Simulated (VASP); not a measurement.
# Cr (Fd-3m) in VASP: further runs

Runs on Cr. Level: PBEsol. Tasks: single point.

All numbers are computed with VASP 6.6.1; they aren't measurements. Logs are shortened: lines on timing, memory, paths and dates and some standing lists are left out, and cuts for length are marked.

## 1. The cell of the first run

It takes space group Fd-3m (No. 227, cubic). Conventional cell: a = 4.711 Å, b = 4.711 Å, c = 4.711 Å, α = 90.00°, β = 90.00°, γ = 90.00°. Cr (site symmetry -43m) has 4 Cr at 2.04 Å within 2.7 Å.

## 2. Single point, PBEsol, collinear spin, ferromagnetic start

The input, INCAR:

```
  PREC = Accurate
  ENCUT = 520
  EDIFF = 1E-6
  ISMEAR = -1
  SIGMA = 0.05
  LREAL = F
  LASPH = T
  NELM = 150
  ALGO = Normal
  ISIF = 2
  LWAVE = F
  LCHARG = T
  ISPIN = 2
  MAGMOM = 3 3
  LORBIT = 11
  LMAXMIX = 4
  GGA = PS
  LELF = T
  LVHAR = T
  NBANDS = 23
```

The input, KPOINTS:

```
regular mesh
0
Gamma
  8 8 8
```

The input, POSCAR:

```
Cr
1.0
    0.0000000000      2.3557295613      2.3557295613
    2.3557295613      0.0000000000      2.3557295613
    2.3557295613      2.3557295613      0.0000000000
Cr
2
Direct
    0.0000000000      0.0000000000      0.0000000000
    0.2500000000      0.2500000000      0.2500000000
```

Potentials or basis: VASP PAW PBE potentials, release 64 (Cr_pv).

Started as:

```
> cat potpaw_PBE.64/Cr_pv/POTCAR > POTCAR
> mpirun -np 1 vasp_std > vasp.out
```

OUTCAR:

```text
PREC = Accurate
   ENCUT = 520
   EDIFF = 1E-6
   ISMEAR = -1
   LREAL = F
   LASPH = T
   NELM = 150
   ISIF = 2
   ISPIN = 2
   LORBIT = 11
   GGA = PS

 ion  position               nearest neighbor table
   1  0.000  0.000  0.000-   2 2.04   2 2.04   2 2.04   2 2.04
   2  0.250  0.250  0.250-   1 2.04   1 2.04   1 2.04   1 2.04

  LATTYP: Found a face centered cubic cell.
 ALAT       =     4.7114591226

  Lattice vectors:

 A1 = (   0.0000000000,   2.3557295613,   2.3557295613)
 A2 = (   2.3557295613,   0.0000000000,   2.3557295613)
 A3 = (   2.3557295613,   2.3557295613,   0.0000000000)

Analysis of symmetry for initial positions (statically):
=====================================================================
 Subroutine PRICEL returns:
 Original cell was already a primitive cell.

 Routine SETGRP: Setting up the symmetry group for a
 face centered cubic supercell.

 Subroutine GETGRP returns: Found 48 space group operations
 (whereof 24 operations were pure point group operations)
 out of a pool of 48 trial point group operations.

The static configuration has the point symmetry T_d .
 The point group associated with its full space group is O_h .

Analysis of symmetry for dynamics (positions and initial velocities):
=====================================================================
 Subroutine PRICEL returns:
 Original cell was already a primitive cell.

 Routine SETGRP: Setting up the symmetry group for a
 face centered cubic supercell.

 Subroutine GETGRP returns: Found 48 space group operations
 (whereof 24 operations were pure point group operations)
 out of a pool of 48 trial point group operations.

The dynamic configuration has the point symmetry T_d .
 The point group associated with its full space group is O_h .

Analysis of structural, dynamic, and magnetic symmetry:
=====================================================================
 Subroutine PRICEL returns:
 Original cell was already a primitive cell.

 Routine SETGRP: Setting up the symmetry group for a
 face centered cubic supercell.

 Subroutine GETGRP returns: Found 48 space group operations
 (whereof 24 operations were pure point group operations)
 out of a pool of 48 trial point group operations.

The overall configuration has the point symmetry T_d .
 The point group associated with its full space group is O_h .

 Subroutine INISYM returns: Found 48 space group operations
 (whereof 24 operations are pure point group operations),
 and found     1 'primitive' translations

----------------------------------------------------------------------------------------

                                     Primitive cell

  volume of cell :      26.1461

  direct lattice vectors                    reciprocal lattice vectors
     0.000000000  2.355729561  2.355729561    -0.212248472  0.212248472  0.212248472
     2.355729561  0.000000000  2.355729561     0.212248472 -0.212248472  0.212248472
     2.355729561  2.355729561  0.000000000     0.212248472  0.212248472 -0.212248472

  length of vectors
     3.331504695  3.331504695  3.331504695     0.367625137  0.367625137  0.367625137

  position of ions in fractional coordinates (direct lattice)
     0.000000000  0.000000000  0.000000000
     0.250000000  0.250000000  0.250000000

  ion indices of the primitive-cell ions
   primitive index   ion index
                 1           1
                 2           2

----------------------------------------------------------------------------------------

 KPOINTS: regular mesh

Automatic generation of k-mesh.
 Grid dimensions read from file:
 generate k-points for:    8    8    8

 Generating k-lattice:

  Cartesian coordinates                     Fractional coordinates (reciprocal lattice)
    -0.026531059  0.026531059  0.026531059     0.125000000  0.000000000  0.000000000
     0.026531059 -0.026531059  0.026531059     0.000000000  0.125000000  0.000000000
     0.026531059  0.026531059 -0.026531059     0.000000000  0.000000000  0.125000000

  Length of vectors
     0.045953142  0.045953142  0.045953142

  Shift w.r.t. Gamma in fractional coordinates (k-lattice)
     0.000000000  0.000000000  0.000000000

 Subroutine IBZKPT returns following result:
 ===========================================

 Found     29 irreducible k-points:

 Following reciprocal coordinates:
            Coordinates               Weight
  0.000000  0.000000  0.000000      1.000000
  0.125000  0.000000  0.000000      8.000000
  0.250000  0.000000  0.000000      8.000000
  0.375000  0.000000  0.000000      8.000000
  0.500000  0.000000  0.000000      4.000000
  0.125000  0.125000  0.000000      6.000000
[... 16 lines left out ...]
  0.500000  0.250000  0.125000     48.000000
 -0.375000  0.250000  0.125000     24.000000
 [... further k-points ...]
   k-points           NKPTS =     29   k-points in BZ     NKDIM =     29   number of bands    NBANDS=     23
   number of dos      NEDOS =    301   number of ions     NIONS =      2
   total plane-waves  NPLWV =  21952
   dimension x,y,z NGX =    28 NGY =   28 NGZ =   28
   dimension x,y,z NGXF=    56 NGYF=   56 NGZF=   56
   ions per type =               2
   NGX,Y,Z   is equivalent  to a cutoff of  13.97, 13.97, 13.97 a.u.
   NGXF,Y,Z  is equivalent  to a cutoff of  27.94, 27.94, 27.94 a.u.
 SYSTEM =  unknown system
   PREC   = accura    normal or accurate (medium, high low for compatibility)
   ISTART =      0    job   : 0-new  1-cont  2-samecut
   ICHARG =      2    charge: 1-file 2-atom 10-const
   ISPIN  =      2    spin polarized calculation?
   LNONCOLLINEAR =      F non collinear calculations
   LSORBIT =      F    spin-orbit coupling
   LASPH  =      T    aspherical Exc in radial PAW
   ENCUT  =  520.0 eV  38.22 Ry    6.18 a.u.   6.19  6.19  6.19*2*pi/ulx,y,z
   NELM   =    150;   NELMIN=  2; NELMDL= -5     # of ELM steps
   EDIFF  = 0.1E-05   stopping-criterion for ELM
   LREAL  =      F    real-space projection
   EDIFFG = 0.1E-04   stopping-criterion for IOM
   NSW    =      0    number of steps for IOM
   IBRION =     -1    ionic relax: 0-MD 1-quasi-New 2-CG
   NFREE  =      0    steps in history (QN), initial steepest desc. (CG)
   ISIF   =      2    stress and relaxation
   ISYM   =      2    0-nonsym 1-usesym 2-fastsym
   POTIM  = 0.5000    time-step for ionic-motion
   TEBEG  =    0.0;   TEEND  =   0.0 temperature during run
   PSTRESS=    0.0 pullay stress
   NELECT =      24.0000    total number of electrons
   NUPDOWN=      -1.0000    fix difference up-down
   EMIN   =  10.00;   EMAX   =-10.00  energy-range for DOS
   EFERMI =   0.00;   METHOD = LEGACY
   ISMEAR =    -1;   SIGMA  =   0.05  broadening in eV -4-tet -1-fermi 0-gaus
   EFERMI_NEDOS =   21; number of points for ismear=-14 and -15
   IALGO  =     38    algorithm
   IMIX   =      4    mixing-type and parameters
     AMIX     =   0.40;   BMIX     =  1.00
     AMIX_MAG =   1.60;   BMIX_MAG =  1.00
  volume/ion in A,a.u.               =      13.07        88.22
  Fermi-wavevector in a.u.,A,eV,Ry     =   1.591023  3.006598 34.441168  2.531354
  Thomas-Fermi vector in A             =   2.689627
   LORBIT       =     11    0 simple, 1 ext, 2 COOP (PROOUT), +10 PAW based schemes
   GGA     = PS    functional components
   LHFCALC =     F    Hartree Fock is set to
   AEXX    =    0.0000 exact exchange contribution
   IVDW    =     0    specifies the selected vdW correction
   LEPSILON=     F    determine dielectric tensor
   LRPA    =     F    only Hartree local field effects (RPA)
 spin polarized calculation
  energy-cutoff  :      520.00
  volume of cell :       26.15
 maximum number of plane-waves:       725
 NGX is ok and might be reduce to    28
   NGX = 13   NGY = 13   NGZ = 13

 number of electron      23.9999988 magnetization      -0.0045939

 number of electron      23.9999988 magnetization       0.0000692

 Free energy of the ion-electron system (eV)
  ---------------------------------------------------
  ext. energy  EPLUGINS =         0.00000000
  ---------------------------------------------------
  free energy    TOTEN  =       -15.49792970 eV

  energy without entropy =      -15.47162092  energy(sigma->0) =      -15.48477531

 E-fermi :   8.8860     XC(G=0): -12.7165

 val. band max:        8.8615766441   @ k =  -0.2500   0.3750   0.1250
 cond. band min:       8.9166745987   @ k =   0.2500   0.1250   0.0000
 fundamental gap:      0.0550979546
 Fermi energy:         8.8860163886

 spin component 1

 k-point     1 :       0.0000    0.0000    0.0000
  band No.  band energies     occupation
      1     -33.9898      1.00000
      2     -33.9898      1.00000
      3     -33.9898      1.00000
      4     -32.5504      1.00000
      5     -32.5504      1.00000
      6     -32.5504      1.00000
[... 15 lines left out ...]
     22      24.6208      0.00000
     23      24.6208      0.00000
[... 575 lines left out ...]
      1     -34.3728      1.00000
      2     -34.2556      1.00000
      3     -33.7086      1.00000
      4     -32.8441      1.00000
      5     -32.2728      1.00000
      6     -32.1802      1.00000
[... 15 lines left out ...]
     22      18.5306      0.00000
     23      23.4424      0.00000

 [... further k-points ...]

 spin component 2

 k-point     1 :       0.0000    0.0000    0.0000
  band No.  band energies     occupation
      1     -33.9897      1.00000
      2     -33.9897      1.00000
      3     -33.9897      1.00000
      4     -32.5503      1.00000
      5     -32.5503      1.00000
      6     -32.5503      1.00000
[... 15 lines left out ...]
     22      24.6208      0.00000
     23      24.6208      0.00000
[... 575 lines left out ...]
      1     -34.3727      1.00000
      2     -34.2555      1.00000
      3     -33.7085      1.00000
      4     -32.8440      1.00000
      5     -32.2727      1.00000
      6     -32.1801      1.00000
[... 15 lines left out ...]
     22      18.5306      0.00000
     23      23.4424      0.00000

 [... further k-points ...]
[... 5 lines left out ...]
  --------------------------------------------------------------------------------------
  -------------------------------------------------------------------------------------
  Total        5.2911781      5.2911781      5.2911781     -0.0000000      0.0000000      0.0000000
  in kB      324.2325939    324.2325939    324.2325939     -0.0000000      0.0000000      0.0000000
  external PRESSURE =     324.2325939 kB  Pullay stress =       0.0000000 kB

 VOLUME and BASIS-vectors are now :
 -----------------------------------------------------------------------------
  energy-cutoff  :      520.00
  volume of cell :       26.15
      direct lattice vectors                 reciprocal lattice vectors
     0.000000000  2.355729561  2.355729561    -0.212248472  0.212248472  0.212248472
     2.355729561  0.000000000  2.355729561     0.212248472 -0.212248472  0.212248472
     2.355729561  2.355729561  0.000000000     0.212248472  0.212248472 -0.212248472

 POSITION                                       TOTAL-FORCE (eV/Angst)
 -----------------------------------------------------------------------------------
      0.00000      0.00000      0.00000         0.000000      0.000000     -0.000000
      1.17786      1.17786      1.17786        -0.000000      0.000000      0.000000
 -----------------------------------------------------------------------------------
    total drift:                                0.000000      0.000000      0.000000

  FREE ENERGIE OF THE ION-ELECTRON SYSTEM (eV)
  ---------------------------------------------------
  free  energy   TOTEN  =       -15.4979297046 eV

  energy  without entropy=      -15.4716209230  energy(sigma->0) =      -15.48477531

 total charge

# of ion       s       p       d       tot
------------------------------------------
    1        0.497   6.249   4.822  11.567
    2        0.497   6.249   4.822  11.567
--------------------------------------------------
tot          0.994  12.498   9.643  23.135

 magnetization (x)

# of ion       s       p       d       tot
------------------------------------------
    1        0.000   0.000   0.000   0.000
    2        0.000   0.000   0.000   0.000
--------------------------------------------------
tot          0.000   0.000   0.000   0.000
```

Wall time 20 s (1 thread of Intel Xeon 6975P-C (Granite Rapids), shared host); peak memory 0.18 GiB.

Results:

| Property | Result |
| --- | --- |
| Free energy | -15.4979 eV |
| Pressure | 32.4 GPa |
| Band gap on the k mesh | zero (filled and empty bands overlap) |
| Net moment | 0.00 μB per cell |
| Valence electrons inside the program's atomic spheres | Cr 11.57 |

Caveat: the starting moments collapsed, and a magnetic state may lie lower; the PAW data sets were made with another functional, which shifts forces and pressure a little.

## 3. Single point, PBEsol, collinear spin, ferromagnetic start

This run uses another cell than the first one, of 13.72 Å³/atom, 1.049 times its volume.

The input, INCAR:

```
SYSTEM = Cr
ALGO     = Normal         ! electronic algorithm
EDIFF    = 1E-7           ! SCF threshold, eV
ENCUT    = 520            ! plane-wave cutoff, eV
GGA      = PS             ! functional
ISIF     = 2              ! what is computed and relaxed
ISMEAR   = -1             ! smearing method
ISPIN    = 2              ! spin polarisation
LASPH    = .True.         ! aspherical terms in the spheres
LCHARG   = .False.        ! write CHGCAR
LMAXMIX  = 4              ! l up to which the mixer works
LORBIT   = 11             ! projections on sites
LREAL    = .False.        ! projectors in reciprocal space
LWAVE    = .False.        ! write WAVECAR
MAGMOM   = 3 3            ! initial moments
NBANDS   = 23             ! bands
NELM     = 150            ! most SCF steps
PREC     = Accurate       ! precision mode
SIGMA    = 0.05           ! smearing width, eV
```

The input, KPOINTS:

```
k-points
0
Gamma
  8 8 8
  0 0 0
```

The input, POSCAR:

```
Cr
1.0
    0.0000000000      2.3939678271      2.3939678271
    2.3939678271      0.0000000000      2.3939678271
    2.3939678271      2.3939678271      0.0000000000
Cr
2
Direct
    0.0000000000      0.0000000000      0.0000000000
    0.2500000000      0.2500000000      0.2500000000
```

Potentials or basis: VASP PAW PBE potentials, release 64 (Cr_pv).

Started as:

```
> cat potpaw_PBE.64/Cr_pv/POTCAR > POTCAR
> mpirun -np 1 vasp_std > vasp.out
```

OUTCAR:

```text
SYSTEM = Cr
   EDIFF = 1E-7
   ENCUT = 520
   GGA = PS
   ISIF = 2
   ISMEAR = -1
   ISPIN = 2
   LASPH = .True.
   LORBIT = 11
   LREAL = .False.
   NELM = 150
   PREC = Accurate

 ion  position               nearest neighbor table
   1  0.000  0.000  0.000-   2 2.07   2 2.07   2 2.07   2 2.07
   2  0.250  0.250  0.250-   1 2.07   1 2.07   1 2.07   1 2.07

  LATTYP: Found a face centered cubic cell.
 ALAT       =     4.7879356542

  Lattice vectors:

 A1 = (   0.0000000000,   2.3939678271,   2.3939678271)
 A2 = (   2.3939678271,   0.0000000000,   2.3939678271)
 A3 = (   2.3939678271,   2.3939678271,   0.0000000000)

Analysis of symmetry for initial positions (statically):
=====================================================================
 Subroutine PRICEL returns:
[... 1465 lines left out ...]
  energy-cutoff  :      520.00
  volume of cell :       27.44
      direct lattice vectors                 reciprocal lattice vectors
     0.000000000  2.393967827  2.393967827    -0.208858279  0.208858279  0.208858279
     2.393967827  0.000000000  2.393967827     0.208858279 -0.208858279  0.208858279
     2.393967827  2.393967827  0.000000000     0.208858279  0.208858279 -0.208858279

 POSITION                                       TOTAL-FORCE (eV/Angst)
 -----------------------------------------------------------------------------------
      0.00000      0.00000      0.00000        -0.000000     -0.000000      0.000000
      1.19698      1.19698      1.19698         0.000000      0.000000     -0.000000
 -----------------------------------------------------------------------------------
    total drift:                                0.000000      0.000000      0.000000

  FREE ENERGIE OF THE ION-ELECTRON SYSTEM (eV)
  ---------------------------------------------------
  free  energy   TOTEN  =       -15.7142774940 eV

  energy  without entropy=      -15.6873619395  energy(sigma->0) =      -15.70081972

 total charge

# of ion       s       p       d       tot
------------------------------------------
    1        0.491   6.235   4.739  11.465
    2        0.491   6.235   4.739  11.465
--------------------------------------------------
tot          0.982  12.469   9.479  22.930

 magnetization (x)

# of ion       s       p       d       tot
------------------------------------------
    1        0.000   0.000  -0.000   0.000
    2        0.000   0.000  -0.000   0.000
--------------------------------------------------
tot          0.000   0.000  -0.000   0.000
```

OSZICAR:

```text
N       E                     dE             d eps       ncg     rms          rms(c)
DAV:   1     0.259106251393E+03    0.25911E+03   -0.13390E+04  2676   0.127E+03
DAV:   2    -0.632310517080E+01   -0.26543E+03   -0.25465E+03  2766   0.375E+02
DAV:   3    -0.146531560884E+02   -0.83301E+01   -0.82618E+01  3179   0.811E+01
DAV:   4    -0.147317455337E+02   -0.78589E-01   -0.78481E-01  3199   0.773E+00
DAV:   5    -0.147329347300E+02   -0.11892E-02   -0.11892E-02  2745   0.908E-01    0.190E+01
DAV:   6    -0.153345344309E+02   -0.60160E+00   -0.39742E+00  2766   0.176E+01    0.538E+00
DAV:   7    -0.156320969274E+02   -0.29756E+00   -0.35405E-01  2745   0.477E+00    0.428E+00
DAV:   8    -0.156906017975E+02   -0.58505E-01   -0.16499E-02  2759   0.117E+00    0.205E+00
DAV:   9    -0.157110330890E+02   -0.20431E-01   -0.27788E-02  2752   0.122E+00    0.532E-01
DAV:  10    -0.157138979780E+02   -0.28649E-02   -0.20572E-03  2717   0.455E-01    0.163E-01
DAV:  11    -0.157142445459E+02   -0.34657E-03   -0.91570E-05  2745   0.609E-02    0.625E-02
DAV:  12    -0.157142761606E+02   -0.31615E-04   -0.25382E-05  2787   0.262E-02    0.172E-02
DAV:  13    -0.157142777809E+02   -0.16202E-05   -0.60874E-06  2696   0.223E-02    0.379E-03
DAV:  14    -0.157142775606E+02    0.22024E-06   -0.35212E-07  2759   0.559E-03    0.248E-03
DAV:  15    -0.157142774940E+02    0.66652E-07   -0.47698E-08  1334   0.178E-03
   1 F= -.15714277E+02 E0= -.15700820E+02  d E =-.269156E-01  mag=    -0.0001
```

stdout:

```text
POSCAR found type information on POSCAR Cr
 POSCAR found :  1 types and       2 ions
 scaLAPACK will be used
 -----------------------------------------------------------------------------
|                                                                             |
|                                                                             |
|     You enforced a specific xc type in the INCAR file but a different       |
|     I HOPE YOU KNOW WHAT YOU ARE DOING!                                     |
|                                                                             |
 -----------------------------------------------------------------------------

 LDA part: xc-table for (Slater+PW92), standard interpolation
 POSCAR, INCAR and KPOINTS ok, starting setup
 FFT: planning ... GRIDC
 FFT: planning ... GRID_SOFT
 FFT: planning ... GRID
 WAVECAR not read
 entering main loop
```

Run time: 22 s. Hardware: 1 thread of Intel Xeon 6975P-C (Granite Rapids), shared host; peak memory 0.18 GiB.

What came out:

| Property | Result |
| --- | --- |
| Free energy | -15.7143 eV |
| Pressure | 21.5 GPa |
| Band gap on the k mesh | zero (filled and empty bands overlap) |
| Net moment | 0.00 μB per cell |
| Valence electrons inside the program's atomic spheres | Cr 11.46 |

Levels at points of the mesh, in eV from the Fermi level:
Spin up:
```csv
k point,band 10,band 11,band 12,band 13,band 14,band 15
"(0.00, 0.00, 0.00)",-1.35,-1.35,-1.35,1.21,1.21,1.21
"(0.50, 0.00, 0.00)",-2.08,-1.47,-1.47,0.18,2.16,2.16
"(0.50, 0.50, 0.00)",-1.37,0.27,0.27,0.69,0.69,3.62
```
Spin down:
| k point | band 9 | band 10 | band 11 | band 12 | band 13 | band 14 | band 15 | band 16 |
| --- | --- | --- | --- | --- | --- | --- | --- | --- |
| (0.00, 0.00, 0.00) | -2.20 | -1.35 | -1.35 | -1.35 | 1.21 | 1.21 | 1.21 | 3.81 |
| (0.50, 0.00, 0.00) | -2.08 | -2.08 | -1.47 | -1.47 | 0.18 | 2.16 | 2.16 | 3.35 |
| (0.50, 0.50, 0.00) | -1.37 | -1.37 | 0.27 | 0.27 | 0.69 | 0.69 | 3.62 | 3.62 |

Caveat: the starting moments collapsed, and a magnetic state may lie lower; the PAW data sets were made with another functional, which shifts forces and pressure a little.

[end of part 1 of 2]
